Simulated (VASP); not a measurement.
# Ge (Fd-3m) in VASP: notebook

Aim: see how the results for Ge move with the level of theory and the settings. Levels: LDA, PBE. Tasks: single point.

Everything below comes from runs of VASP 6.6.1. Logs are shortened: lines on timing, memory, paths and dates and some standing lists are left out, and cuts for length are marked.

**Measured values to compare with.**

“Electronic and optical properties of SixGe1-x-ySny alloys lattice-matched to Ge”, 2021, arxiv:2109.02782 reports, for a bulk crystal of Ge at 300 K: band gap 0.807 eV (direct).

The runs below are set against these values where they give the same quantity.

### 1 The cell of the first run

Symmetry: Fd-3m, No. 227, cubic system. The conventional cell has a = 5.732 Å, b = 5.732 Å, c = 5.732 Å, α = 90.00°, β = 90.00°, γ = 90.00°. Ge (site symmetry -43m) has 4 Ge at 2.48 Å within 3.3 Å.

### 2 Single point, LDA (volume scaled by 1.04)

Input file INCAR:

```
PREC = Accurate
ENCUT = 520
EDIFF = 1E-6
ISMEAR = -1
SIGMA = 0.05
LREAL = F
LASPH = T
NELM = 100
ALGO = Normal
ISIF = 2
LWAVE = F
LCHARG = T
GGA = CA
LELF = T
LVHAR = T
NBANDS = 21
```

Input file KPOINTS:

```
regular mesh
0
Gamma
  8 8 8
```

Input file POSCAR:

```
Ge
1.0
    0.0000000000      2.8661367691      2.8661367691
    2.8661367691      0.0000000000      2.8661367691
    2.8661367691      2.8661367691      0.0000000000
Ge
2
Direct
    0.7500000000      0.7500000000      0.7500000000
    0.5000000000      0.5000000000      0.5000000000
```

Potentials or basis: VASP PAW LDA potentials, release 64 (Ge_d).

On the command line:

```bash
$ cat potpaw_LDA.64/Ge_d/POTCAR > POTCAR
$ mpirun -np 1 vasp_std > vasp.out
```

OUTCAR:

```text
PREC = Accurate
   ENCUT = 520
   EDIFF = 1E-6
   ISMEAR = -1
   LREAL = F
   LASPH = T
   NELM = 100
   ISIF = 2
   GGA = CA

 ion  position               nearest neighbor table
   1  0.750  0.750  0.750-   2 2.48   2 2.48   2 2.48   2 2.48
   2  0.500  0.500  0.500-   1 2.48   1 2.48   1 2.48   1 2.48

  LATTYP: Found a face centered cubic cell.
 ALAT       =     5.7322735382

  Lattice vectors:

 A1 = (   0.0000000000,   2.8661367691,   2.8661367691)
 A2 = (   2.8661367691,   0.0000000000,   2.8661367691)
 A3 = (   2.8661367691,   2.8661367691,   0.0000000000)

Analysis of symmetry for initial positions (statically):
=====================================================================
 Subroutine PRICEL returns:
 Original cell was already a primitive cell.

 Routine SETGRP: Setting up the symmetry group for a
 face centered cubic supercell.

 Subroutine GETGRP returns: Found 48 space group operations
 (whereof 24 operations were pure point group operations)
 out of a pool of 48 trial point group operations.

The static configuration has the point symmetry T_d .
 The point group associated with its full space group is O_h .

Analysis of symmetry for dynamics (positions and initial velocities):
=====================================================================
 Subroutine PRICEL returns:
 Original cell was already a primitive cell.

 Routine SETGRP: Setting up the symmetry group for a
 face centered cubic supercell.

 Subroutine GETGRP returns: Found 48 space group operations
 (whereof 24 operations were pure point group operations)
 out of a pool of 48 trial point group operations.

The dynamic configuration has the point symmetry T_d .
 The point group associated with its full space group is O_h .

 Subroutine INISYM returns: Found 48 space group operations
 (whereof 24 operations are pure point group operations),
 and found     1 'primitive' translations

----------------------------------------------------------------------------------------

                                     Primitive cell

  volume of cell :      47.0891

  direct lattice vectors                    reciprocal lattice vectors
     0.000000000  2.866136769  2.866136769    -0.174450852  0.174450852  0.174450852
     2.866136769  0.000000000  2.866136769     0.174450852 -0.174450852  0.174450852
     2.866136769  2.866136769  0.000000000     0.174450852  0.174450852 -0.174450852

  length of vectors
     4.053329490  4.053329490  4.053329490     0.302157738  0.302157738  0.302157738

  position of ions in fractional coordinates (direct lattice)
     0.750000000  0.750000000  0.750000000
     0.500000000  0.500000000  0.500000000

  ion indices of the primitive-cell ions
   primitive index   ion index
                 1           1
                 2           2

----------------------------------------------------------------------------------------

 KPOINTS: regular mesh

Automatic generation of k-mesh.
 Grid dimensions read from file:
 generate k-points for:    8    8    8

 Generating k-lattice:

  Cartesian coordinates                     Fractional coordinates (reciprocal lattice)
    -0.021806356  0.021806356  0.021806356     0.125000000  0.000000000  0.000000000
     0.021806356 -0.021806356  0.021806356     0.000000000  0.125000000  0.000000000
     0.021806356  0.021806356 -0.021806356     0.000000000  0.000000000  0.125000000

  Length of vectors
     0.037769717  0.037769717  0.037769717

  Shift w.r.t. Gamma in fractional coordinates (k-lattice)
     0.000000000  0.000000000  0.000000000

 Subroutine IBZKPT returns following result:
 ===========================================

 Found     29 irreducible k-points:

 Following reciprocal coordinates:
            Coordinates               Weight
  0.000000  0.000000  0.000000      1.000000
  0.125000  0.000000  0.000000      8.000000
  0.250000  0.000000  0.000000      8.000000
  0.375000  0.000000  0.000000      8.000000
  0.500000  0.000000  0.000000      4.000000
  0.125000  0.125000  0.000000      6.000000
[... 16 lines left out ...]
  0.500000  0.250000  0.125000     48.000000
 -0.375000  0.250000  0.125000     24.000000
 [... further k-points ...]
   k-points           NKPTS =     29   k-points in BZ     NKDIM =     29   number of bands    NBANDS=     21
   number of dos      NEDOS =    301   number of ions     NIONS =      2
   total plane-waves  NPLWV =  27000
   dimension x,y,z NGX =    30 NGY =   30 NGZ =   30
   dimension x,y,z NGXF=    60 NGYF=   60 NGZF=   60
   ions per type =               2
   NGX,Y,Z   is equivalent  to a cutoff of  12.30, 12.30, 12.30 a.u.
   NGXF,Y,Z  is equivalent  to a cutoff of  24.61, 24.61, 24.61 a.u.
 SYSTEM =  unknown system
   PREC   = accura    normal or accurate (medium, high low for compatibility)
   ISTART =      0    job   : 0-new  1-cont  2-samecut
   ICHARG =      2    charge: 1-file 2-atom 10-const
   ISPIN  =      1    spin polarized calculation?
[... 36 lines left out ...]
 non-spin polarized calculation
  energy-cutoff  :      520.00
  volume of cell :       47.09
 maximum number of plane-waves:      1287
   NGX = 15   NGY = 15   NGZ = 15

 number of electron      27.9999990 magnetization

 Free energy of the ion-electron system (eV)
  ---------------------------------------------------
  ext. energy  EPLUGINS =         0.00000000
  ---------------------------------------------------
  free energy    TOTEN  =       -10.35147966 eV

  energy without entropy =      -10.35024413  energy(sigma->0) =      -10.35086189

 E-fermi :   4.2676     XC(G=0): -10.1043

 val. band max:        4.0322008217   @ k =   0.1250   0.0000   0.0000
 cond. band min:       4.2990888651   @ k =   0.5000   0.0000   0.0000
 fundamental gap:      0.2668880434
 Fermi energy:         4.2675673930

 k-point     1 :       0.0000    0.0000    0.0000
  band No.  band energies     occupation
      1     -20.5370      2.00000
      2     -20.5370      2.00000
      3     -20.5370      2.00000
      4     -20.5033      2.00000
      5     -20.5033      2.00000
      6     -20.3130      2.00000
[... 13 lines left out ...]
     20      13.7912      0.00000
     21      13.7912      0.00000

 k-point     2 :       0.1250    0.0000    0.0000
  band No.  band energies     occupation
      1     -20.5442      2.00000
      2     -20.5442      2.00000
      3     -20.5347      2.00000
      4     -20.4932      2.00000
      5     -20.4932      2.00000
      6     -20.3246      2.00000
[... 13 lines left out ...]
     20      12.8801      0.00000
     21      12.8801      0.00000

 k-point     3 :       0.2500    0.0000    0.0000
  band No.  band energies     occupation
      1     -20.5533      2.00000
      2     -20.5533      2.00000
      3     -20.5290      2.00000
      4     -20.4778      2.00000
      5     -20.4778      2.00000
      6     -20.3374      2.00000
[... 13 lines left out ...]
     20      12.6179      0.00000
     21      12.6179      0.00000

 k-point     4 :       0.3750    0.0000    0.0000
  band No.  band energies     occupation
      1     -20.5581      2.00000
      2     -20.5581      2.00000
      3     -20.5231      2.00000
      4     -20.4682      2.00000
      5     -20.4682      2.00000
      6     -20.3442      2.00000
[... 13 lines left out ...]
     20      13.7216      0.00000
     21      13.7216      0.00000

 k-point     5 :       0.5000    0.0000    0.0000
  band No.  band energies     occupation
      1     -20.5593      2.00000
      2     -20.5593      2.00000
      3     -20.5206      2.00000
      4     -20.4655      2.00000
      5     -20.4655      2.00000
      6     -20.3459      2.00000
[... 13 lines left out ...]
     20      14.7942      0.00000
     21      15.3141      0.00000
[... 382 lines left out ...]
     20      15.3989      0.00000
     21      16.9586      0.00000

 k-point    22 :       0.3750    0.2500    0.1250
  band No.  band energies     occupation
      1     -20.5627      2.00000
      2     -20.5608      2.00000
      3     -20.5214      2.00000
      4     -20.4709      2.00000
      5     -20.4456      2.00000
      6     -20.3824      2.00000
[... 13 lines left out ...]
     20      14.1135      0.00000
     21      14.5021      0.00000

 k-point    23 :       0.5000    0.2500    0.1250
  band No.  band energies     occupation
      1     -20.5736      2.00000
      2     -20.5665      2.00000
      3     -20.5017      2.00000
      4     -20.4574      2.00000
      5     -20.4341      2.00000
      6     -20.3904      2.00000
[... 13 lines left out ...]
     20      13.7095      0.00000
     21      15.5689      0.00000

 k-point    24 :      -0.3750    0.2500    0.1250
  band No.  band energies     occupation
      1     -20.5783      2.00000
      2     -20.5678      2.00000
      3     -20.4927      2.00000
      4     -20.4474      2.00000
      5     -20.4354      2.00000
      6     -20.3860      2.00000
[... 13 lines left out ...]
     20      15.0748      0.00000
     21      15.5093      0.00000

 [... further k-points ...]

------------------------ aborting loop because EDIFF is reached ----------------------------------------

  FORCE on cell =-STRESS in cart. coord.  units (eV):
  Direction    XX          YY          ZZ          XY          YZ          ZX
  --------------------------------------------------------------------------------------
  -------------------------------------------------------------------------------------
  Total       -1.0199966     -1.0199966     -1.0199966      0.0000000      0.0000000     -0.0000000
  in kB      -34.7047243    -34.7047243    -34.7047243      0.0000000      0.0000000     -0.0000000
  external PRESSURE =     -34.7047243 kB  Pullay stress =       0.0000000 kB

 VOLUME and BASIS-vectors are now :
 -----------------------------------------------------------------------------
  energy-cutoff  :      520.00
  volume of cell :       47.09
      direct lattice vectors                 reciprocal lattice vectors
     0.000000000  2.866136769  2.866136769    -0.174450852  0.174450852  0.174450852
     2.866136769  0.000000000  2.866136769     0.174450852 -0.174450852  0.174450852
     2.866136769  2.866136769  0.000000000     0.174450852  0.174450852 -0.174450852

 POSITION                                       TOTAL-FORCE (eV/Angst)
 -----------------------------------------------------------------------------------
      4.29921      4.29921      4.29921        -0.000000     -0.000000      0.000000
      2.86614      2.86614      2.86614         0.000000      0.000000     -0.000000
 -----------------------------------------------------------------------------------
    total drift:                                0.000000     -0.000000     -0.000000

  FREE ENERGIE OF THE ION-ELECTRON SYSTEM (eV)
  ---------------------------------------------------
  free  energy   TOTEN  =       -10.3514796589 eV

  energy  without entropy=      -10.3502441280  energy(sigma->0) =      -10.35086189
```

Wall time 15 s (1 thread of Intel Xeon 6975P-C (Granite Rapids), shared host); peak memory 0.15 GiB.

Results:

| Property | Result |
| --- | --- |
| Free energy | -10.3515 eV |
| Pressure | -3.5 GPa |
| Band gap on the k mesh | zero (band 14 reaches 4.35 eV, above the bottom of band 15 at 4.30 eV) |

Levels at points of the mesh, in eV from the Fermi level:
```csv
k point,band 11,band 12,band 13,band 14,band 15,band 16,band 17,band 18
"(0.00, 0.00, 0.00)",-12.43,-0.41,0.08,0.08,0.08,2.59,2.59,2.59
"(0.50, 0.00, 0.00)",-10.44,-7.38,-1.26,-1.26,0.03,3.78,3.78,7.02
"(0.50, 0.50, 0.00)",-8.70,-8.70,-2.86,-2.86,0.79,0.79,9.17,9.17
```

Caveat: the cell differs from its parent crystal (volume scaled by 1.04).

### 3 Single point, LDA (volume scaled by 1.06)

Input file INCAR:

```
SYSTEM = Ge
  PREC = Accurate
  ENCUT = 520
  EDIFF = 1E-6
  ISMEAR = -1
  SIGMA = 0.05
  LREAL = .FALSE.
  LASPH = .TRUE.
  NELM = 80
  ALGO = Normal
  ISIF = 2
  LWAVE = .FALSE.
  LCHARG = .FALSE.
  NBANDS = 21
```

Input file KPOINTS:

```
Automatic mesh
0
G
  8 8 8
  0 0 0
```

Input file POSCAR:

```
Ge
1.0
    0.0000000000      2.8843929095      2.8843929095
    2.8843929095      0.0000000000      2.8843929095
    2.8843929095      2.8843929095      0.0000000000
Ge
2
Direct
    0.7500000000      0.7500000000      0.7500000000
    0.5000000000      0.5000000000      0.5000000000
```

Potentials or basis: VASP PAW LDA potentials, release 64 (Ge_d).

On the command line:

```bash
$ cat potpaw_LDA.64/Ge_d/POTCAR > POTCAR
$ mpirun -np 1 vasp_std > vasp.out
```

It took 17 s on 1 thread of Intel Xeon 6975P-C (Granite Rapids), shared host; peak memory 0.15 GiB.

The run converged. Its results:

```yaml
Free_energy: -10.3289 eV
Pressure: -4.5 GPa
Band_gap_on_the_k_mesh: zero (band 14 reaches 4.17 eV, above the bottom of band 15 at 4.07 eV)
```

Levels at points of the mesh, in eV from the Fermi level:
| k point | band 11 | band 12 | band 13 | band 14 | band 15 | band 16 | band 17 | band 18 |
| --- | --- | --- | --- | --- | --- | --- | --- | --- |
| (0.00, 0.00, 0.00) | -12.26 | -0.54 | 0.12 | 0.12 | 0.12 | 2.62 | 2.62 | 2.62 |
| (0.50, 0.00, 0.00) | -10.31 | -7.27 | -1.20 | -1.20 | 0.01 | 3.80 | 3.80 | 7.04 |
| (0.50, 0.50, 0.00) | -8.60 | -8.60 | -2.76 | -2.76 | 0.85 | 0.85 | 9.05 | 9.05 |

Caveat: the cell differs from its parent crystal (volume scaled by 1.06).

### 4 Single point, PBE

This run uses another cell than the first one, of 22.64 Å³/atom, 0.962 times its volume.

Input file INCAR:

```
PREC     = Accurate       # precision mode
ENCUT    = 520            # plane-wave cutoff, eV
EDIFF    = 1E-7           # SCF threshold, eV
ISMEAR   = -1             # smearing method
SIGMA    = 0.04           # smearing width, eV
LREAL    = F              # projectors in reciprocal space
LASPH    = T              # aspherical terms in the spheres
NELM     = 80             # most SCF steps
ALGO     = Normal         # electronic algorithm
ISIF     = 2              # what is computed and relaxed
LWAVE    = F              # write WAVECAR
LCHARG   = F              # write CHGCAR
GGA      = PE             # functional
NBANDS   = 21             # bands
```

Input file KPOINTS:

```
regular mesh
0
Gamma
  4 4 4
```

Input file POSCAR:

```
Ge
1.0
    0.0000000000      2.8289100000      2.8289100000
    2.8289100000      0.0000000000      2.8289100000
    2.8289100000      2.8289100000      0.0000000000
Ge
2
Direct
    0.7500000000      0.7500000000      0.7500000000
    0.5000000000      0.5000000000      0.5000000000
```

Potentials or basis: VASP PAW PBE potentials, release 64 (Ge_d).

On the command line:

```bash
$ cat potpaw_PBE.64/Ge_d/POTCAR > POTCAR
$ mpirun -np 1 vasp_std > vasp.out
```

Run time: 9.8 s. Hardware: 1 thread of Intel Xeon Platinum 8259CL at 2.50GHz (Skylake/Cascade Lake), shared host; peak memory 0.16 GiB.

The run converged. Its results:

| Quantity | Value |
| --- | --- |
| Free energy | -8.7509 eV |
| Pressure | 4.2 GPa |

Levels at points of the mesh, in eV from the Fermi level:
```
           k point  band 12  band 13  band 14  band 15  band 16  band 17
(0.00, 0.00, 0.00)    -0.05    -0.05    -0.05    -0.01     2.49     2.49
(0.50, 0.00, 0.00)    -7.65    -1.46    -1.46     0.13     3.68     3.68
(0.50, 0.50, 0.00)    -8.94    -3.13    -3.13     0.70     0.70     9.46
```

Caveat: the k points lie up to 0.48 Å⁻¹ apart.

### 5 Single point, PBE, collinear spin, antiferromagnetic start

This run uses another cell than the first one, of 23.91 Å³/atom, 1.015 times its volume.

Input file INCAR:

```
SYSTEM = Ge
PREC     = Accurate       ! precision mode
ENCUT    = 520            ! plane-wave cutoff, eV
EDIFF    = 1E-7           ! SCF threshold, eV
ISMEAR   = -1             ! smearing method
SIGMA    = 0.025          ! smearing width, eV
LREAL    = .False.        ! projectors in reciprocal space
LASPH    = .True.         ! aspherical terms in the spheres
NELM     = 150            ! most SCF steps
ALGO     = Normal         ! electronic algorithm
ISIF     = 2              ! what is computed and relaxed
LWAVE    = .False.        ! write WAVECAR
LCHARG   = .True.         ! write CHGCAR
ISPIN    = 2              ! spin polarisation
MAGMOM   = 0.5 -0.5       ! initial moments
LORBIT   = 11             ! projections on sites
GGA      = PE             ! functional
LELF     = .True.         ! ELF
LVHAR    = .True.       
NBANDS   = 25             ! bands
```

Input file KPOINTS:

```
Automatic mesh
0
Gamma
  8 8 8
  0 0 0
```

Input file POSCAR:

```
Ge
1.0
    0.0000000000      2.8808244488      2.8808244488
    2.8808244488      0.0000000000      2.8808244488
    2.8808244488      2.8808244488      0.0000000000
Ge
2
Direct
    0.7500000000      0.7500000000      0.7500000000
    0.5000000000      0.5000000000      0.5000000000
```

On the command line:

```bash
$ cat potpaw_PBE.64/Ge_d/POTCAR > POTCAR
$ mpirun -np 1 vasp_std > vasp.out
```

Wall time 74 s (1 thread of Intel Xeon Platinum 8259CL at 2.50GHz (Skylake/Cascade Lake), shared host); peak memory 0.21 GiB.

The run converged. Its results:

```
Free energy                                           : -9.0262 eV
Pressure                                              : -0.1 GPa
Band gap on the k mesh                                : zero (filled and empty bands touch)
Net moment                                            : 0.00 μB per cell
Valence electrons inside the program's atomic spheres : Ge 12.36
```

Levels at points of the mesh, in eV from the Fermi level:
Spin up:
| k point | band 12 | band 13 | band 14 | band 15 | band 16 | band 17 |
| --- | --- | --- | --- | --- | --- | --- |
| (0.00, 0.00, 0.00) | -0.44 | 0.01 | 0.01 | 0.01 | 2.54 | 2.54 |
| (0.50, 0.00, 0.00) | -7.35 | -1.31 | -1.31 | 0.03 | 3.73 | 3.73 |
| (0.50, 0.50, 0.00) | -8.68 | -2.88 | -2.88 | 0.83 | 0.83 | 9.08 |
Spin down:
| k point | band 11 | band 12 | band 13 | band 14 | band 15 | band 16 | band 17 | band 18 |
| --- | --- | --- | --- | --- | --- | --- | --- | --- |
| (0.00, 0.00, 0.00) | -12.36 | -0.44 | 0.01 | 0.01 | 0.01 | 2.54 | 2.54 | 2.54 |
| (0.50, 0.00, 0.00) | -10.40 | -7.35 | -1.31 | -1.31 | 0.03 | 3.73 | 3.73 | 7.11 |
| (0.50, 0.50, 0.00) | -8.68 | -8.68 | -2.88 | -2.88 | 0.83 | 0.83 | 9.08 | 9.08 |

### 6 Summary

| level | potentials or basis | spin | cell | k mesh | smearing | gap on the mesh (eV) | pressure (GPa) |
| --- | --- | --- | --- | --- | --- | --- | --- |
| LDA | VASP PAW LDA potentials, release 64 (Ge_d) | off | a = 4.053 Å, angles 60.0°, 2 atoms | 8 × 8 × 8 | fermi-dirac 0.05 eV | none | -3.5 |
| LDA | VASP PAW LDA potentials, release 64 (Ge_d) | off | a = 4.079 Å, angles 60.0°, 2 atoms | 8 × 8 × 8 | fermi-dirac 0.05 eV | none | -4.5 |
| PBE | VASP PAW PBE potentials, release 64 (Ge_d) | off | a = 4.001 Å, angles 60.0°, 2 atoms | 4 × 4 × 4 | fermi-dirac 0.04 eV | - | 4.2 |
| PBE | VASP PAW PBE potentials, release 64 (Ge_d) | collinear, antiferromagnetic start | a = 4.074 Å, angles 60.0°, 2 atoms | 8 × 8 × 8 | fermi-dirac 0.025 eV | none | -0.1 |

Alike in all rows: task single point; cutoff (eV) 520.

Caveats: some runs use coarse meshes.

Absolute energies hang on the potentials; compare differences alone.

### 7 Comparison with measurements

Step 5. Measured gap of Ge: 0.807 eV (direct; 300 K; “Electronic and optical properties of SixGe1-x-ySny alloys lattice-matched to Ge”, 2021, arxiv:2109.02782). This calculation gives 0.00 eV (-0.81 eV). 3 values of this kind are on record (0.666 to 0.807 eV); this one was drawn at random among those near their median. Spin-orbit coupling on Ge is left out. The value is that of PBE on a finite k mesh, which can miss the band edges, without temperature or zero-point motion. Semilocal functionals fall short of measured gaps as a rule.
